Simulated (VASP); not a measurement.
# Cu (Fm-3m) in VASP: a series of runs

Runs on Cu. Level: BLYP. Tasks: single point, relaxation of cell and atoms.

Program: VASP 6.6.1. These are calculated values, not measurements. Logs are shortened: lines on timing, memory, paths and dates and some standing lists are left out, and cuts for length are marked.

## Step 1: The cell of the first run

It takes space group Fm-3m (No. 225, cubic). Conventional cell: a = 3.702 Å, b = 3.702 Å, c = 3.702 Å, α = 90.00°, β = 90.00°, γ = 90.00°. Within 3.5 Å of Cu (site symmetry m-3m) lie 12 Cu at 2.62 Å.

## Step 2: Single point, BLYP

INCAR reads:

```
PREC = Accurate ; ENCUT = 520
EDIFF = 1E-6 ; ISMEAR = -1
SIGMA = 0.1 ; LREAL = False
LASPH = True ; NELM = 100
ALGO = Normal ; ISIF = 2
LWAVE = False ; LCHARG = False
GGA = B5 ; ALDAX = 1.0
AGGAX = 1.0 ; AGGAC = 1.0
ALDAC = 0.0 ; NBANDS = 12
```

KPOINTS reads:

```
Automatic mesh
0
Gamma
  15 15 15
```

POSCAR reads:

```
Cu
1.0
    0.0000000000      1.8509331775      1.8509331775
    1.8509331775      0.0000000000      1.8509331775
    1.8509331775      1.8509331775      0.0000000000
Cu
1
Direct
    0.0000000000      0.0000000000      0.0000000000
```

Potentials or basis: VASP PAW PBE potentials, release 64 (Cu).

Command:

```bash
cat potpaw_PBE.64/Cu/POTCAR > POTCAR
mpirun -np 1 vasp_std > vasp.out
```

OUTCAR:

```text
PREC = Accurate
   ENCUT = 520
   EDIFF = 1E-6
   ISMEAR = -1
   LREAL = False
   LASPH = True
   NELM = 100
   ISIF = 2
   GGA = B5

 ion  position               nearest neighbor table
   1  0.000  0.000  0.000-

  LATTYP: Found a face centered cubic cell.
 ALAT       =     3.7018663550

  Lattice vectors:

 A1 = (   0.0000000000,   1.8509331775,   1.8509331775)
 A2 = (   1.8509331775,   0.0000000000,   1.8509331775)
 A3 = (   1.8509331775,   1.8509331775,   0.0000000000)

Analysis of symmetry for initial positions (statically):
=====================================================================
 Subroutine PRICEL returns:
 Original cell was already a primitive cell.

 Routine SETGRP: Setting up the symmetry group for a
 face centered cubic supercell.

 Subroutine GETGRP returns: Found 48 space group operations
 (whereof 48 operations were pure point group operations)
 out of a pool of 48 trial point group operations.

The static configuration has the point symmetry O_h .

Analysis of symmetry for dynamics (positions and initial velocities):
=====================================================================
 Subroutine PRICEL returns:
 Original cell was already a primitive cell.

 Routine SETGRP: Setting up the symmetry group for a
 face centered cubic supercell.

 Subroutine GETGRP returns: Found 48 space group operations
 (whereof 48 operations were pure point group operations)
 out of a pool of 48 trial point group operations.

The dynamic configuration has the point symmetry O_h .

 Subroutine INISYM returns: Found 48 space group operations
 (whereof 48 operations are pure point group operations),
 and found     1 'primitive' translations

----------------------------------------------------------------------------------------

                                     Primitive cell

  volume of cell :      12.6824

  direct lattice vectors                    reciprocal lattice vectors
     0.000000000  1.850933177  1.850933177    -0.270134009  0.270134009  0.270134009
     1.850933177  0.000000000  1.850933177     0.270134009 -0.270134009  0.270134009
     1.850933177  1.850933177  0.000000000     0.270134009  0.270134009 -0.270134009

  length of vectors
     2.617614803  2.617614803  2.617614803     0.467885829  0.467885829  0.467885829

  position of ions in fractional coordinates (direct lattice)
     0.000000000  0.000000000  0.000000000

  ion indices of the primitive-cell ions
   primitive index   ion index
                 1           1

----------------------------------------------------------------------------------------

 KPOINTS: Automatic mesh

Automatic generation of k-mesh.
 Grid dimensions read from file:
 generate k-points for:   15   15   15

 Generating k-lattice:

  Cartesian coordinates                     Fractional coordinates (reciprocal lattice)
    -0.018008934  0.018008934  0.018008934     0.066666667  0.000000000  0.000000000
     0.018008934 -0.018008934  0.018008934     0.000000000  0.066666667  0.000000000
     0.018008934  0.018008934 -0.018008934     0.000000000  0.000000000  0.066666667

  Length of vectors
     0.031192389  0.031192389  0.031192389

  Shift w.r.t. Gamma in fractional coordinates (k-lattice)
     0.000000000  0.000000000  0.000000000

 Subroutine IBZKPT returns following result:
 ===========================================

 Found    120 irreducible k-points:

 Following reciprocal coordinates:
            Coordinates               Weight
  0.000000  0.000000  0.000000      1.000000
  0.066667  0.000000  0.000000      8.000000
  0.133333  0.000000  0.000000      8.000000
  0.200000  0.000000  0.000000      8.000000
  0.266667  0.000000  0.000000      8.000000
  0.333333  0.000000  0.000000      8.000000
[... 16 lines left out ...]
  0.133333  0.133333  0.000000      6.000000
  0.200000  0.133333  0.000000     24.000000
 [... further k-points ...]
   k-points           NKPTS =    120   k-points in BZ     NKDIM =    120   number of bands    NBANDS=     12
   number of dos      NEDOS =    301   number of ions     NIONS =      1
   total plane-waves  NPLWV =   8000
   dimension x,y,z NGX =    20 NGY =   20 NGZ =   20
   dimension x,y,z NGXF=    40 NGYF=   40 NGZF=   40
   ions per type =               1
   NGX,Y,Z   is equivalent  to a cutoff of  12.70, 12.70, 12.70 a.u.
   NGXF,Y,Z  is equivalent  to a cutoff of  25.40, 25.40, 25.40 a.u.
 SYSTEM =  unknown system
   PREC   = accura    normal or accurate (medium, high low for compatibility)
   ISTART =      0    job   : 0-new  1-cont  2-samecut
   ICHARG =      2    charge: 1-file 2-atom 10-const
   ISPIN  =      1    spin polarized calculation?
   LNONCOLLINEAR =      F non collinear calculations
   LSORBIT =      F    spin-orbit coupling
   LASPH  =      T    aspherical Exc in radial PAW
   ENCUT  =  520.0 eV  38.22 Ry    6.18 a.u.   4.87  4.87  4.87*2*pi/ulx,y,z
   NELM   =    100;   NELMIN=  2; NELMDL= -5     # of ELM steps
   EDIFF  = 0.1E-05   stopping-criterion for ELM
   LREAL  =      F    real-space projection
   EDIFFG = 0.1E-04   stopping-criterion for IOM
   NSW    =      0    number of steps for IOM
   IBRION =     -1    ionic relax: 0-MD 1-quasi-New 2-CG
   NFREE  =      0    steps in history (QN), initial steepest desc. (CG)
   ISIF   =      2    stress and relaxation
   ISYM   =      2    0-nonsym 1-usesym 2-fastsym
   POTIM  = 0.5000    time-step for ionic-motion
   TEBEG  =    0.0;   TEEND  =   0.0 temperature during run
   PSTRESS=    0.0 pullay stress
   NELECT =      11.0000    total number of electrons
   NUPDOWN=      -1.0000    fix difference up-down
   EMIN   =  10.00;   EMAX   =-10.00  energy-range for DOS
   EFERMI =   0.00;   METHOD = LEGACY
   ISMEAR =    -1;   SIGMA  =   0.10  broadening in eV -4-tet -1-fermi 0-gaus
   EFERMI_NEDOS =   21; number of points for ismear=-14 and -15
   IALGO  =     38    algorithm
   IMIX   =      4    mixing-type and parameters
     AMIX     =   0.40;   BMIX     =  1.00
     AMIX_MAG =   1.60;   BMIX_MAG =  1.00
  volume/ion in A,a.u.               =      12.68        85.59
  Fermi-wavevector in a.u.,A,eV,Ry     =   1.561247  2.950329 33.164100  2.437493
  Thomas-Fermi vector in A             =   2.664340
   LORBIT       =      0    0 simple, 1 ext, 2 COOP (PROOUT), +10 PAW based schemes
   GGA     = B5    functional components
   LHFCALC =     F    Hartree Fock is set to
   AEXX    =    0.0000 exact exchange contribution
   IVDW    =     0    specifies the selected vdW correction
   LEPSILON=     F    determine dielectric tensor
   LRPA    =     F    only Hartree local field effects (RPA)
 non-spin polarized calculation
  energy-cutoff  :      520.00
  volume of cell :       12.68
 maximum number of plane-waves:       352
   NGX =  9   NGY =  9   NGZ =  9

 number of electron      10.9999991 magnetization

 Free energy of the ion-electron system (eV)
  ---------------------------------------------------
  ext. energy  EPLUGINS =         0.00000000
  ---------------------------------------------------
  free energy    TOTEN  =        -2.98440271 eV

  energy without entropy =       -2.97298398  energy(sigma->0) =       -2.97869334

 E-fermi :   7.3014     XC(G=0): -11.7556

 val. band max:        7.2434763761   @ k =   0.4667   0.4000   0.0667
 cond. band min:       7.3419086114   @ k =  -0.2667   0.2667   0.0000
 fundamental gap:      0.0984322352
 Fermi energy:         7.3014068835

 k-point     1 :       0.0000    0.0000    0.0000
  band No.  band energies     occupation
      1      -1.5281      2.00000
      2       4.2913      2.00000
      3       4.2913      2.00000
      4       4.2913      2.00000
      5       5.0208      2.00000
      6       5.0208      2.00000
      7      29.5864      0.00000
      8      31.2564      0.00000
      9      31.2564      0.00000
     10      31.2564      0.00000
     11      33.8875      0.00000
     12      33.8875      0.00000

 k-point     2 :       0.0667    0.0000    0.0000
  band No.  band energies     occupation
      1      -1.3742      2.00000
      2       4.2623      2.00000
      3       4.3188      2.00000
      4       4.3188      2.00000
      5       5.0106      2.00000
      6       5.0106      2.00000
      7      28.2230      0.00000
      8      30.1533      0.00000
      9      30.7961      0.00000
     10      30.7961      0.00000
     11      34.5800      0.00000
     12      34.5800      0.00000

 k-point     3 :       0.1333    0.0000    0.0000
  band No.  band energies     occupation
      1      -0.9197      2.00000
      2       4.1882      2.00000
      3       4.3844      2.00000
      4       4.3844      2.00000
      5       4.9957      2.00000
      6       4.9957      2.00000
      7      24.9088      0.00000
      8      29.9460      0.00000
      9      30.0127      0.00000
     10      30.0127      0.00000
     11      35.9798      0.00000
     12      35.9804      0.00000
[... 286 lines left out ...]
 k-point    23 :       0.1333    0.1333    0.0000
  band No.  band energies     occupation
      1      -0.7187      2.00000
      2       4.0802      2.00000
      3       4.4735      2.00000
      4       4.4735      2.00000
      5       4.8354      2.00000
      6       5.1016      2.00000
      7      27.1843      0.00000
      8      27.1843      0.00000
      9      27.5576      0.00000
     10      29.2793      0.00000
     11      33.1317      0.00000
     12      37.6313      0.00000

 k-point    24 :       0.2000    0.1333    0.0000
  band No.  band energies     occupation
      1      -0.1839      2.00000
      2       3.9768      2.00000
      3       4.5364      2.00000
      4       4.5611      2.00000
      5       4.8045      2.00000
      6       5.1476      2.00000
      7      24.1495      0.00000
      8      26.1589      0.00000
      9      27.6671      0.00000
     10      29.7255      0.00000
     11      31.2284      0.00000
     12      37.7266      0.00000

 [... further k-points ...]
[... 5 lines left out ...]
  --------------------------------------------------------------------------------------
  -------------------------------------------------------------------------------------
  Total        0.0566712      0.0566712      0.0566712     -0.0000000     -0.0000000      0.0000000
  in kB        7.1593083      7.1593083      7.1593083     -0.0000000     -0.0000000      0.0000000
  external PRESSURE =       7.1593083 kB  Pullay stress =       0.0000000 kB

 VOLUME and BASIS-vectors are now :
 -----------------------------------------------------------------------------
  energy-cutoff  :      520.00
  volume of cell :       12.68
      direct lattice vectors                 reciprocal lattice vectors
     0.000000000  1.850933177  1.850933177    -0.270134009  0.270134009  0.270134009
     1.850933177  0.000000000  1.850933177     0.270134009 -0.270134009  0.270134009
     1.850933177  1.850933177  0.000000000     0.270134009  0.270134009 -0.270134009

 POSITION                                       TOTAL-FORCE (eV/Angst)
 -----------------------------------------------------------------------------------
      0.00000      0.00000      0.00000         0.000000      0.000000      0.000000
 -----------------------------------------------------------------------------------
    total drift:                                0.000000      0.000000      0.000000

  FREE ENERGIE OF THE ION-ELECTRON SYSTEM (eV)
  ---------------------------------------------------
  free  energy   TOTEN  =        -2.9844027119 eV

  energy  without entropy=       -2.9729839764  energy(sigma->0) =       -2.97869334
```

Wall time 12 s (1 thread of Intel Xeon 6975P-C (Granite Rapids), shared host); peak memory 0.13 GiB.

What came out:

```
Free energy : -2.9844 eV
Pressure    : 0.7 GPa
```

Levels at points of the mesh, in eV from the Fermi level:
| k point | band 4 | band 5 | band 6 | band 7 | band 8 | band 9 |
| --- | --- | --- | --- | --- | --- | --- |
| (0.00, 0.00, 0.00) | -3.01 | -2.28 | -2.28 | 22.28 | 23.95 | 23.95 |

Caveat: the PAW data sets were made with another functional, which shifts forces and pressure a little.

## Step 3: Relaxation of cell and atoms, BLYP

This run uses another cell than the first one, of 11.81 Å³/atom, 0.931 times its volume.

INCAR reads:

```
SYSTEM = Cu
AGGAC = 1.0
AGGAX = 1.0
ALDAC = 0.0
ALDAX = 1.0
ALGO = Normal
EDIFF = 1E-7
EDIFFG = -0.01
ENCUT = 600
GGA = B5
IBRION = 2
ISIF = 3
ISMEAR = -1
LASPH = .TRUE.
LCHARG = .FALSE.
LREAL = .FALSE.
LWAVE = .FALSE.
NELM = 80
NSW = 80
PREC = Accurate
SIGMA = 0.1
```

KPOINTS reads:

```
k-points
0
G
  15 15 15
  0 0 0
```

POSCAR reads:

```
Cu
1.0
    0.0000000000      1.8074800000      1.8074800000
    1.8074800000      0.0000000000      1.8074800000
    1.8074800000      1.8074800000      0.0000000000
Cu
1
Direct
    0.0000000000      0.0000000000      0.0000000000
```

Potentials or basis: VASP PAW PBE potentials, release 64 (Cu).

Command:

```bash
cat potpaw_PBE.64/Cu/POTCAR > POTCAR
mpirun -np 1 vasp_std > vasp.out
```

OUTCAR:

```text
SYSTEM = Cu
   EDIFF = 1E-7
   EDIFFG = -0.01
   ENCUT = 600
   GGA = B5
   IBRION = 2
   ISIF = 3
   ISMEAR = -1
   LASPH = .TRUE.
   LREAL = .FALSE.
   NELM = 80
   NSW = 80
   PREC = Accurate

 ion  position               nearest neighbor table
   1  0.000  0.000  0.000-

  LATTYP: Found a face centered cubic cell.
 ALAT       =     3.6149600000

  Lattice vectors:

 A1 = (   0.0000000000,   1.8074800000,   1.8074800000)
 A2 = (   1.8074800000,   0.0000000000,   1.8074800000)
 A3 = (   1.8074800000,   1.8074800000,   0.0000000000)

Analysis of symmetry for initial positions (statically):
=====================================================================
 Subroutine PRICEL returns:
 Original cell was already a primitive cell.

 Routine SETGRP: Setting up the symmetry group for a
 face centered cubic supercell.

 Subroutine GETGRP returns: Found 48 space group operations
 (whereof 48 operations were pure point group operations)
 out of a pool of 48 trial point group operations.

The static configuration has the point symmetry O_h .

Analysis of symmetry for dynamics (positions and initial velocities):
=====================================================================
 Subroutine PRICEL returns:
 Original cell was already a primitive cell.

 Routine SETGRP: Setting up the symmetry group for a
 face centered cubic supercell.

 Subroutine GETGRP returns: Found 48 space group operations
 (whereof 48 operations were pure point group operations)
 out of a pool of 48 trial point group operations.

The dynamic configuration has the point symmetry O_h .

 Subroutine INISYM returns: Found 48 space group operations
 (whereof 48 operations are pure point group operations),
 and found     1 'primitive' translations
[... 117 lines left out ...]
   LORBIT       =      0    0 simple, 1 ext, 2 COOP (PROOUT), +10 PAW based schemes
   GGA     = B5    functional components
   LHFCALC =     F    Hartree Fock is set to
   AEXX    =    0.0000 exact exchange contribution
   IVDW    =     0    specifies the selected vdW correction
   LEPSILON=     F    determine dielectric tensor
   LRPA    =     F    only Hartree local field effects (RPA)
 conjugate gradient relaxation of ions
 non-spin polarized calculation
  energy-cutoff  :      600.00
  volume of cell :       11.81
 maximum number of plane-waves:       411
   NGX = 11   NGY = 11   NGZ = 11

--------------------------------------- Ionic step        1  -------------------------------------------

 number of electron      11.0000001 magnetization

 Free energy of the ion-electron system (eV)
  ---------------------------------------------------
  ext. energy  EPLUGINS =         0.00000000
  ---------------------------------------------------
  free energy    TOTEN  =        -2.95560472 eV

  energy without entropy =       -2.94491026  energy(sigma->0) =       -2.95025749

------------------------ aborting loop because EDIFF is reached ----------------------------------------

  FORCE on cell =-STRESS in cart. coord.  units (eV):
  Direction    XX          YY          ZZ          XY          YZ          ZX
  --------------------------------------------------------------------------------------
  -------------------------------------------------------------------------------------
  Total        0.7728315      0.7728315      0.7728315      0.0000000     -0.0000000      0.0000000
  in kB      104.8443236    104.8443236    104.8443236      0.0000000     -0.0000000      0.0000000
  external PRESSURE =     104.8443236 kB  Pullay stress =       0.0000000 kB
[... 57 lines left out ...]
--------------------------------------- Ionic step        3  -------------------------------------------

 number of electron      10.9999993 magnetization

 Free energy of the ion-electron system (eV)
  ---------------------------------------------------
  ext. energy  EPLUGINS =         0.00000000
  ---------------------------------------------------
  free energy    TOTEN  =        -2.98434054 eV

  energy without entropy =       -2.97286281  energy(sigma->0) =       -2.97860167

 E-fermi :   7.2333     XC(G=0): -11.7233

 val. band max:        7.1776034123   @ k =   0.4667   0.4000   0.0667
 cond. band min:       7.2704705213   @ k =  -0.2667   0.2667   0.0000
 fundamental gap:      0.0928671090
 Fermi energy:         7.2333255959

 k-point     1 :       0.0000    0.0000    0.0000
  band No.  band energies     occupation
      1      -1.5541      2.00000
      2       4.2406      2.00000
      3       4.2406      2.00000
      4       4.2406      2.00000
      5       4.9635      2.00000
      6       4.9635      2.00000
      7      29.4729      0.00000
      8      31.0966      0.00000
      9      31.0966      0.00000
[... 265 lines left out ...]
 k-point    24 :       0.2000    0.1333    0.0000
  band No.  band energies     occupation
      1      -0.2152      2.00000
      2       3.9292      2.00000
      3       4.4836      2.00000
      4       4.5081      2.00000
      5       4.7494      2.00000
      6       5.0892      2.00000
      7      24.0206      0.00000
      8      26.0182      0.00000
      9      27.5396      0.00000

 [... further k-points ...]
[... 5 lines left out ...]
  --------------------------------------------------------------------------------------
  -------------------------------------------------------------------------------------
  Total       -0.0011171     -0.0011171     -0.0011171     -0.0000000      0.0000000      0.0000000
  in kB       -0.1403046     -0.1403046     -0.1403046     -0.0000000      0.0000000      0.0000000
  external PRESSURE =      -0.1403046 kB  Pullay stress =       0.0000000 kB
[... 16 lines left out ...]
  FREE ENERGIE OF THE ION-ELECTRON SYSTEM (eV)
  ---------------------------------------------------
  free  energy   TOTEN  =        -2.9843405360 eV

  energy  without entropy=       -2.9728628077  energy(sigma->0) =       -2.97860167

 reached required accuracy - stopping structural energy minimisation
```

OSZICAR:

```text
N       E                     dE             d eps       ncg     rms          rms(c)
DAV:   1     0.395000375761E+02    0.39500E+02   -0.62997E+03  2232   0.230E+03
DAV:   2    -0.328412972372E+01   -0.42784E+02   -0.41014E+02  2179   0.207E+02
DAV:   3    -0.377839031625E+01   -0.49426E+00   -0.49339E+00  2556   0.314E+01
[... 27 lines left out ...]
DAV:   5    -0.298435083521E+01    0.20315E-03   -0.17034E-03  2398   0.958E-01    0.236E-02
DAV:   6    -0.298434096900E+01    0.98662E-05   -0.30531E-05  2951   0.111E-01    0.273E-03
DAV:   7    -0.298434036836E+01    0.60064E-06   -0.54144E-07  1676   0.131E-02    0.629E-04
DAV:   8    -0.298434048451E+01   -0.11615E-06   -0.34226E-08  1223   0.391E-03    0.131E-04
DAV:   9    -0.298434053597E+01   -0.51460E-07   -0.79086E-09  1130   0.132E-03
   3 F= -.29843405E+01 E0= -.29786017E+01  d E =-.287358E-01
```

It took 28 s on 1 thread of Intel Xeon 6975P-C (Granite Rapids), shared host; peak memory 0.13 GiB.

Results:

| Item | Value |
| --- | --- |
| Free energy | -2.9843 eV |
| Relaxed volume | 12.76 Å³/atom |
| Relaxed cell | a = 2.623 Å, b = 2.623 Å, c = 2.623 Å, α = 60.00°, β = 60.00°, γ = 60.00° |
| Space group after relaxing (to 0.05 Å) | Fm-3m (No. 225) |
| Energy gained by relaxing | 28.7 meV/atom |
| Ionic steps | 3 |
| Pressure after relaxing | 0.0 GPa |

The path:
```tsv
step	energy change (eV)	largest force (eV/Å)	pressure (GPa)	volume (Å³)
1	0.0000	0.0000	10.48	11.81
2	-0.0242	0.0000	-3.37	13.18
3	-0.0287	0.0000	-0.01	12.76
```

Final structure:
```yaml
crystal:
  lattice:
    - [0.00000, 1.85451, 1.85451]
    - [1.85451, 0.00000, 1.85451]
    - [1.85451, 1.85451, 0.00000]
  atoms:
    - { symbol: Cu, position: [0.00000, 0.00000, 0.00000] }
```

Levels at points of the mesh, in eV from the Fermi level:
```tsv
k point	band 2	band 3	band 4	band 5	band 6	band 7	band 8	band 9
(0.00, 0.00, 0.00)	-2.99	-2.99	-2.99	-2.27	-2.27	22.24	23.86	23.86
```

Caveat: the PAW data sets were made with another functional, which shifts forces and pressure a little. BLYP gives volumes clearly too large for solids.

[end of part 1 of 2]
